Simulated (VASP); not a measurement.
# NdMo (R-3m) in VASP: a series of runs, part 3 of 3

VASP 6.6.1.

**6. Relaxation of cell and atoms, PBE**

This run uses another cell than the first one: it holds 2 atoms, not 4.

INCAR reads:

```
  PREC = Accurate
  ENCUT = 500
  EDIFF = 1E-7
  ISMEAR = 0
  SIGMA = 0.2
  LREAL = F
  LASPH = T
  NELM = 200
  ALGO = Normal
  ISIF = 3
  LWAVE = F
  LCHARG = F
  GGA = PE
  IBRION = 2
  NSW = 36
  EDIFFG = -0.08
  GGA_COMPAT = F
  NELMIN = 4
  LMAXMIX = 6
```

KPOINTS reads:

```
Automatic mesh
0
Gamma
  6 6 6
```

POSCAR reads:

```
NdMo
1.0
    2.2234213300      1.2836929000      3.1730850600
   -2.2234213300      1.2836929000      3.1730850600
    0.0000000000     -2.5673858000      3.1730850600
Nd Mo
1 1
Direct
    0.5000000000      0.5000000000      0.5000000000
    0.0000000000      0.0000000000      0.0000000000
```

Potentials or basis: VASP PAW PBE potentials, release 64 (Nd_3, Mo_sv), 4f in core.

On the command line:

```
$ cat potpaw_PBE.64/Nd_3/POTCAR potpaw_PBE.64/Mo_sv/POTCAR > POTCAR
$ mpirun -np 1 vasp_std > vasp.out
```

OUTCAR:

```text
PREC = Accurate
   ENCUT = 500
   EDIFF = 1E-7
   ISMEAR = 0
   LREAL = F
   LASPH = T
   NELM = 200
   ISIF = 3
   GGA = PE
   IBRION = 2
   NSW = 36
   EDIFFG = -0.08
   NELMIN = 4

 ion  position               nearest neighbor table
   1  0.500  0.500  0.500-   2 3.02   2 3.02   2 3.02   2 3.02   2 3.02   2 3.02
   2  0.000  0.000  0.000-   1 3.02   1 3.02   1 3.02   1 3.02   1 3.02   1 3.02

  LATTYP: Found a trigonal (rhomboedric) cell.
 ALAT       =     4.0816588135
 COS(alpha) =     0.4065281381

  Lattice vectors:

 A1 = (   2.2234213300,   1.2836929000,   3.1730850600)
 A2 = (  -2.2234213300,   1.2836929000,   3.1730850600)
 A3 = (   0.0000000000,  -2.5673858000,   3.1730850600)

Analysis of symmetry for initial positions (statically):
=====================================================================
 Subroutine PRICEL returns:
 Original cell was already a primitive cell.

 Routine SETGRP: Setting up the symmetry group for a
 trigonal (rhombohedral) supercell.

 Subroutine GETGRP returns: Found 12 space group operations
 (whereof 12 operations were pure point group operations)
 out of a pool of 12 trial point group operations.

The static configuration has the point symmetry D_3d.

Analysis of symmetry for dynamics (positions and initial velocities):
=====================================================================
 Subroutine PRICEL returns:
 Original cell was already a primitive cell.

 Routine SETGRP: Setting up the symmetry group for a
 trigonal (rhombohedral) supercell.

 Subroutine GETGRP returns: Found 12 space group operations
 (whereof 12 operations were pure point group operations)
 out of a pool of 12 trial point group operations.

The dynamic configuration has the point symmetry D_3d.

 Subroutine INISYM returns: Found 12 space group operations
 (whereof 12 operations are pure point group operations),
 and found     1 'primitive' translations

[... 130 lines left out ...]
 maximum number of plane-waves:      1393
 NGX is ok and might be reduce to    30

--------------------------------------- Ionic step        1  -------------------------------------------

 number of electron      25.0000002 magnetization

 Free energy of the ion-electron system (eV)
  ---------------------------------------------------
  ext. energy  EPLUGINS =         0.00000000
  ---------------------------------------------------
  free energy    TOTEN  =       -12.88052775 eV

  energy without entropy =      -12.80035735  energy(sigma->0) =      -12.84044255

------------------------ aborting loop because EDIFF is reached ----------------------------------------

  FORCE on cell =-STRESS in cart. coord.  units (eV):
  Direction    XX          YY          ZZ          XY          YZ          ZX
  --------------------------------------------------------------------------------------
  -------------------------------------------------------------------------------------
  Total       -0.3763234     -0.3763234     -3.7958324      0.0000000     -0.0000000      0.0000000
  in kB      -11.0957318    -11.0957317   -111.9184650      0.0000000     -0.0000000      0.0000000
  external PRESSURE =     -44.7033095 kB  Pullay stress =       0.0000000 kB
[... 59 lines left out ...]
--------------------------------------- Ionic step        3  -------------------------------------------

 number of electron      25.0000000 magnetization

 E-fermi :  10.4517     XC(G=0): -13.3066

 val. band max:       10.4380212839   @ k =  -0.3333   0.3333   0.1667
 cond. band min:      10.4650632216   @ k =  -0.3333   0.3333   0.0000
 fundamental gap:      0.0270419377
 Fermi energy:        10.4516552694

 k-point     1 :       0.0000    0.0000    0.0000
  band No.  band energies     occupation
      1     -49.9143      2.00000
      2     -26.4612      2.00000
      3     -24.1559      2.00000
      4     -24.1559      2.00000
      5     -23.9816      2.00000
      6      -6.9705      2.00000
[... 476 lines left out ...]
  FREE ENERGIE OF THE ION-ELECTRON SYSTEM (eV)
  ---------------------------------------------------
  free  energy   TOTEN  =       -12.2705916965 eV

  energy  without entropy=      -12.2442011618  energy(sigma->0) =      -12.25739643

[... ionic steps 4 to 13 ...]

--------------------------------------- Ionic step       14  -------------------------------------------

 number of electron      25.0000002 magnetization

------------------------ aborting loop because EDIFF is reached ----------------------------------------
[... 67 lines left out ...]
--------------------------------------- Ionic step       16  -------------------------------------------

 number of electron      25.0000002 magnetization

 Free energy of the ion-electron system (eV)
  ---------------------------------------------------
  ext. energy  EPLUGINS =         0.00000000
  ---------------------------------------------------
  free energy    TOTEN  =       -14.05481360 eV

  energy without entropy =      -13.97713794  energy(sigma->0) =      -14.01597577

 E-fermi :   6.5352     XC(G=0): -11.4747

 val. band max:        6.5269609647   @ k =  -0.1667   0.3333   0.1667
 cond. band min:       6.5832326323   @ k =  -0.3333   0.3333   0.0000
 fundamental gap:      0.0562716676
 Fermi energy:         6.5352369494

 k-point     1 :       0.0000    0.0000    0.0000
  band No.  band energies     occupation
      1     -53.7389      2.00000
      2     -30.1165      2.00000
      3     -27.8365      2.00000
      4     -27.8324      2.00000
      5     -27.8324      2.00000
      6     -11.0644      2.00000
[... 476 lines left out ...]
  FREE ENERGIE OF THE ION-ELECTRON SYSTEM (eV)
  ---------------------------------------------------
  free  energy   TOTEN  =       -14.0548135956 eV

  energy  without entropy=      -13.9771379361  energy(sigma->0) =      -14.01597577

 reached required accuracy - stopping structural energy minimisation
```

Wall time 2.8 min (1 thread of Intel Xeon 6975P-C (Granite Rapids), shared host); peak memory 0.21 GiB.

Results:

```
Free energy                           : -14.0548 eV
Relaxed volume                        : 22.64 Å³/atom
Relaxed cell                          : a = 3.573 Å, b = 3.573 Å, c = 3.573 Å, α = 85.90°, β = 85.90°, γ = 85.90°
Space group after relaxing (to 0.1 Å) : R-3m (No. 166)
Energy gained by relaxing             : 587.1 meV/atom
Ionic steps                           : 16
Pressure after relaxing               : 0.2 GPa
Band gap on the k mesh                : zero (an odd number of electrons rules out a gap without spin polarisation)
```

Step by step:
```
step  energy change (eV)  largest force (eV/Å)  pressure (GPa)  volume (Å³)
   1              0.0000                0.0000           -4.47        54.34
   2             -0.3533                0.0000           -0.17        48.47
   3              0.6099                0.0000           58.18        31.98
   4             -0.5325                0.0000            4.11        45.04
   5             -0.5978                0.0000           17.79        39.22
   6             -0.6266                0.0000            9.98        42.00
   7             -0.7366                0.0000           10.73        41.43
   8             -0.8721                0.0000           13.74        40.00
   9             -0.8737                0.0000           15.23        39.47
  10             -1.0156                0.0000           10.19        41.03
  11             -1.1651                0.0000            1.13        44.81
  12             -1.1693                0.0000           -0.20        45.52
  13             -1.1694                0.0000           -0.42        45.65
  14             -1.1703                0.0000           -0.36        45.61
  15             -1.1723                0.0000           -0.17        45.50
  16             -1.1743                0.0000            0.24        45.28
```

Final structure:
```
Nd Mo
1.0
     2.43446    1.40554    2.20556
    -2.43446    1.40554    2.20556
     0.00000   -2.81107    2.20556
Nd Mo
1 1
Cartesian
  0.0000 0.0000 3.3083
  -2.4345 1.4055 2.2056
```

Caveat: the electronic state changed during the relaxation; the volume moved by over 15 % at a fixed basis, so the end points are rough; spin-orbit coupling is left out, which moves the levels of the heavy elements; the 4f electrons are frozen in the core, so they carry no moment and show no levels.

**7. Relaxation of cell and atoms, PBE**

This run uses another cell than the first one: it holds 2 atoms, not 4.

INCAR reads:

```
PREC = Accurate
ENCUT = 500
EDIFF = 1E-7
ISMEAR = 0
SIGMA = 0.2
LREAL = F
LASPH = T
NELM = 200
ALGO = Normal
ISIF = 3
LWAVE = F
LCHARG = F
GGA = PE
IBRION = 2
NSW = 36
EDIFFG = -0.08
GGA_COMPAT = F
NELMIN = 4
LMAXMIX = 6
```

KPOINTS reads:

```
Automatic mesh
0
Gamma
  7 7 7
```

POSCAR reads:

```
NdMo
1.0
    1.5909112500      0.9185130400      5.1970408800
   -1.5909112500      0.9185130400      5.1970408800
    0.0000000000     -1.8370260700      5.1970408800
Nd Mo
1 1
Direct
    0.0000000000      0.0000000000      0.0000000000
    0.5000000000      0.5000000000      0.5000000000
```

On the command line:

```
$ cat potpaw_PBE.64/Nd_3/POTCAR potpaw_PBE.64/Mo_sv/POTCAR > POTCAR
$ mpirun -np 1 vasp_std > vasp.out
```

Wall time 5.3 min (1 thread of Intel Xeon 6975P-C (Granite Rapids), shared host); peak memory 0.27 GiB.

Results (log left out):

```yaml
Free_energy: -13.8233 eV
Relaxed_volume: 22.93 Å³/atom
Relaxed_cell: a = 5.004 Å, b = 5.004 Å, c = 5.004 Å, α = 39.61°, β = 39.61°, γ = 39.61°
Space_group_after_relaxing_to_0.1_Å: R-3m (No. 166)
Energy_gained_by_relaxing: 38.9 meV/atom
Ionic_steps: 15
Pressure_after_relaxing: 0.0 GPa
Band_gap_on_the_k_mesh: zero (an odd number of electrons rules out a gap without spin polarisation)
```

Step by step:
```
step  energy change (eV)  largest force (eV/Å)  pressure (GPa)  volume (Å³)
   1              0.0000                0.0000           -0.18        45.57
   2             -0.0079                0.0000            0.30        45.39
   3             -0.0237                0.0000            1.32        44.98
   4             -0.0461                0.0000            3.43        44.03
   5              0.1470                0.0000           10.63        41.63
   6             -0.0475                0.0000            3.83        43.86
   7             -0.0470                0.0000            4.22        43.70
   8             -0.0483                0.0000            4.19        43.72
   9             -0.0515                0.0000            4.08        43.78
  10             -0.0549                0.0000            3.88        43.90
  11             -0.0550                0.0000            3.80        43.95
  12             -0.0586                0.0000            3.46        44.10
  13             -0.0676                0.0000            2.49        44.57
  14             -0.0771                0.0000            0.65        45.50
  15             -0.0778                0.0000            0.02        45.85
```

Final structure:
```
CELL_PARAMETERS angstrom
1.69545 0.97887 4.60467
-1.69545 0.97887 4.60467
0.00000 -1.95774 4.60467
ATOMIC_POSITIONS crystal
Nd 0.00000 0.00000 0.00000
Mo 0.50000 0.50000 0.50000
```

Levels at points of the mesh, in eV from the Fermi level:
```tsv
k point	band 9	band 10	band 11	band 12	band 13	band 14	band 15	band 16
(0.00, 0.00, 0.00)	-4.70	-2.84	-0.73	-0.73	-0.42	-0.42	2.45	3.95
```

Caveat: spin-orbit coupling is left out, which moves the levels of the heavy elements; the 4f electrons are frozen in the core, so they carry no moment and show no levels. Spin polarisation is off, so any magnetic state and its effect on volume and gap are missing.

**8. Summary**

```tsv
task	spin	cell	k mesh	smearing	gap on the mesh (eV)	pressure (GPa)	relaxed volume (Å³/atom)	largest force (eV/Å)
single point	collinear	a = 7.056 Å, angles 35.6°, 4 atoms, atomic positions A	6 × 6 × 6	gaussian 0.1 eV	none	0.5	-	0.13
single point	off	a = 7.063 Å, angles 35.6°, 4 atoms, atomic positions B	12 × 12 × 12	gaussian 0.1 eV	none	0.2	-	0.04
single point	off	a = 7.062 Å, angles 35.6°, 4 atoms, atomic positions B	12 × 12 × 12	gaussian 0.1 eV	none	0.2	-	0.03
single point	off	a = 7.056 Å, angles 35.6°, 4 atoms, atomic positions A	5 × 5 × 5	gaussian 0.2 eV	none	0.5	-	0.06
relaxation of cell and atoms	off	relaxed from a = 4.082 Å, angles 66.0°, 2 atoms, atomic positions C	6 × 6 × 6	gaussian 0.2 eV	none	0.2	22.64	-
relaxation of cell and atoms	off	relaxed from a = 5.512 Å, angles 33.6°, 2 atoms, atomic positions C	7 × 7 × 7	gaussian 0.2 eV	none	0.0	22.93	-
```

Alike in all rows: level PBE; potentials or basis VASP PAW PBE potentials, release 64 (Nd_3, Mo_sv), 4f in core; cutoff (eV) 500.

Caveats: spin-orbit coupling is left out, which moves the levels of the heavy elements; the 4f electrons are frozen in the core, so they carry no moment and show no levels; the magnetic or orbital state may not be the lowest (at least some runs); the electronic state changed during the relaxation (at least some runs); the volume moved by over 15 % at a fixed basis, so the end points are rough (at least some runs).

Absolute energies hang on the potentials; compare differences alone.
